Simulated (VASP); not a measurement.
# FeO (Wuestite) (Fm-3m) in VASP: further runs, part 2 of 2

VASP 6.6.1. Earlier steps stand in the parts before.

**5. Single point, PBE, collinear spin, ferromagnetic start**

Contents of INCAR:

```
SYSTEM = FeO
ALGO = Normal
EDIFF = 1E-6
ENCUT = 520
GGA = PE
ISIF = 2
ISMEAR = -1
ISPIN = 2
LASPH = .True.
LCHARG = .False.
LMAXMIX = 4
LORBIT = 11
LREAL = .False.
LWAVE = .False.
MAGMOM = -2.68 0
NBANDS = 18
NELM = 150
PREC = Accurate
SIGMA = 0.05
```

Contents of KPOINTS:

```
k-points
0
Gamma
  11 11 11
  0 0 0
```

Contents of POSCAR:

```
FeO
1.0
    0.0000000000      2.1554000000      2.1554000000
    2.1554000000      0.0000000000      2.1554000000
    2.1554000000      2.1554000000      0.0000000000
Fe O
1 1
Direct
    0.0000000000      0.0000000000      0.0000000000
    0.5000000000      0.5000000000      0.5000000000
```

Potentials or basis: VASP PAW PBE potentials, release 64 (Fe, O).

On the command line:

```bash
$ cat potpaw_PBE.64/Fe/POTCAR potpaw_PBE.64/O/POTCAR > POTCAR
$ mpirun -np 1 vasp_std > vasp.out
```

OUTCAR:

```text
SYSTEM = FeO
   EDIFF = 1E-6
   ENCUT = 520
   GGA = PE
   ISIF = 2
   ISMEAR = -1
   ISPIN = 2
   LASPH = .True.
   LORBIT = 11
   LREAL = .False.
   NELM = 150
   PREC = Accurate

 ion  position               nearest neighbor table
   1  0.000  0.000  0.000-   2 2.16   2 2.16   2 2.16   2 2.16   2 2.16   2 2.16
   2  0.500  0.500  0.500-   1 2.16   1 2.16   1 2.16   1 2.16   1 2.16   1 2.16

  LATTYP: Found a face centered cubic cell.
 ALAT       =     4.3108000000

  Lattice vectors:

 A1 = (   0.0000000000,   2.1554000000,   2.1554000000)
 A2 = (   2.1554000000,   0.0000000000,   2.1554000000)
 A3 = (   2.1554000000,   2.1554000000,   0.0000000000)

Analysis of symmetry for initial positions (statically):
=====================================================================
 Subroutine PRICEL returns:
 Original cell was already a primitive cell.

 Routine SETGRP: Setting up the symmetry group for a
 face centered cubic supercell.

 Subroutine GETGRP returns: Found 48 space group operations
 (whereof 48 operations were pure point group operations)
 out of a pool of 48 trial point group operations.
[... 694 lines left out ...]
  band No.  band energies     occupation
      1     -14.5201      1.00000
      2       2.3299      1.00000
      3       2.3299      1.00000
      4       2.3299      1.00000
      5       2.4052      1.00000
      6       2.4052      1.00000
[... 493 lines left out ...]
     17      32.7141      0.00000
     18      34.4736      0.00000

 [... further k-points ...]
[... 5 lines left out ...]
  --------------------------------------------------------------------------------------
  -------------------------------------------------------------------------------------
  Total       -0.0212944     -0.0212944     -0.0212944      0.0000000      0.0000000     -0.0000000
  in kB       -1.7035811     -1.7035811     -1.7035811      0.0000000      0.0000000     -0.0000000
  external PRESSURE =      -1.7035811 kB  Pullay stress =       0.0000000 kB

 VOLUME and BASIS-vectors are now :
 -----------------------------------------------------------------------------
  energy-cutoff  :      520.00
  volume of cell :       20.03
      direct lattice vectors                 reciprocal lattice vectors
     0.000000000  2.155400000  2.155400000    -0.231975503  0.231975503  0.231975503
     2.155400000  0.000000000  2.155400000     0.231975503 -0.231975503  0.231975503
     2.155400000  2.155400000  0.000000000     0.231975503  0.231975503 -0.231975503

 POSITION                                       TOTAL-FORCE (eV/Angst)
 -----------------------------------------------------------------------------------
      0.00000      0.00000      0.00000         0.000000      0.000000      0.000000
      2.15540      2.15540      2.15540        -0.000000     -0.000000     -0.000000
 -----------------------------------------------------------------------------------
    total drift:                                0.000000     -0.000000      0.000000

  FREE ENERGIE OF THE ION-ELECTRON SYSTEM (eV)
  ---------------------------------------------------
  free  energy   TOTEN  =       -14.9359327474 eV

  energy  without entropy=      -14.9240383803  energy(sigma->0) =      -14.92998556

 total charge

# of ion       s       p       d       tot
------------------------------------------
    1        0.287   0.358   6.086   6.731
    2        1.556   3.438   0.000   4.994
--------------------------------------------------
tot          1.844   3.796   6.086  11.725

 magnetization (x)

# of ion       s       p       d       tot
------------------------------------------
    1       -0.027  -0.021  -3.570  -3.618
    2       -0.030  -0.272   0.000  -0.302
--------------------------------------------------
tot         -0.057  -0.293  -3.570  -3.920
```

Wall time 1.7 min (1 thread of AMD EPYC 7R13, shared host); peak memory 0.14 GiB.

What came out:

| Property | Result |
| --- | --- |
| Free energy | -14.9359 eV |
| Pressure | -0.2 GPa |
| Band gap on the k mesh | zero (filled and empty bands overlap) |
| Net moment | -4.00 μB per cell |
| Site moments | Fe -3.62; O -0.30 μB |
| Valence electrons inside the program's atomic spheres | Fe 6.73; O 4.99 |

Caveat: a cell with one magnetic atom can't hold antiferromagnetic order, which such compounds often take; semilocal functionals often make such compounds metallic where correlation or magnetic order opens a gap, which also shifts bond lengths.

**6. Overview**

```tsv
spin	smearing	gap on the mesh (eV)	pressure (GPa)	moment (μB)
collinear, ferromagnetic start	gaussian 0.025 eV	none	-0.2	4.00
collinear, ferromagnetic start	fermi-dirac 0.05 eV	none	-0.2	4.00
off	fermi-dirac 0.05 eV	none	-25.4	-
```

Alike in all rows: task single point; level PBE; potentials or basis VASP PAW PBE potentials, release 64 (Fe, O); cell as given; k mesh 11 × 11 × 11; cutoff (eV) 520.

Every run on the cell as given and a fine mesh finds a metal.

Caveats: semilocal functionals often make such compounds metallic where correlation or magnetic order opens a gap, which also shifts bond lengths; a cell with one magnetic atom can't hold antiferromagnetic order, which such compounds often take (some runs).

Absolute energies hang on the potentials; compare differences alone.

**7. How close it comes**

Step 2. Against the measured gap of FeO, 2.4 eV (optical; quoted in “W\"ustite: Electric, thermodynamic and optical properties of FeO”, 2012, arxiv:1203.1201), the calculated 0.00 eV is off by -2.40 eV. So large a miss can be the level of theory's own, or it may mean another phase, state or a wrong row. The value is that of PBE on a finite k mesh, which can miss the band edges, without temperature or zero-point motion. Semilocal functionals fall short of measured gaps as a rule. The run's magnetic order (collinear spin, ferromagnetic start) needn't be the measured crystal's.

Step 3. A measured gap of FeO is 2.4 eV (optical; quoted in “W\"ustite: Electric, thermodynamic and optical properties of FeO”, 2012, arxiv:1203.1201); the calculated 0.00 eV misses it by -2.40 eV. So large a miss can be the level of theory's own, or it may mean another phase, state or a wrong row. The value is that of PBE on a finite k mesh, which can miss the band edges, without temperature or zero-point motion. Semilocal functionals fall short of measured gaps as a rule. The run's magnetic order (collinear spin, ferromagnetic start) needn't be the measured crystal's.

Step 5. Measured gap of FeO: 2.4 eV (optical; quoted in “W\"ustite: Electric, thermodynamic and optical properties of FeO”, 2012, arxiv:1203.1201). This calculation gives 0.00 eV (-2.40 eV). So large a miss can be the level of theory's own, or it may mean another phase, state or a wrong row. The value is that of PBE on a finite k mesh, which can miss the band edges, without temperature or zero-point motion. Semilocal functionals fall short of measured gaps as a rule. The run's magnetic order (collinear spin, ferromagnetic start) needn't be the measured crystal's.
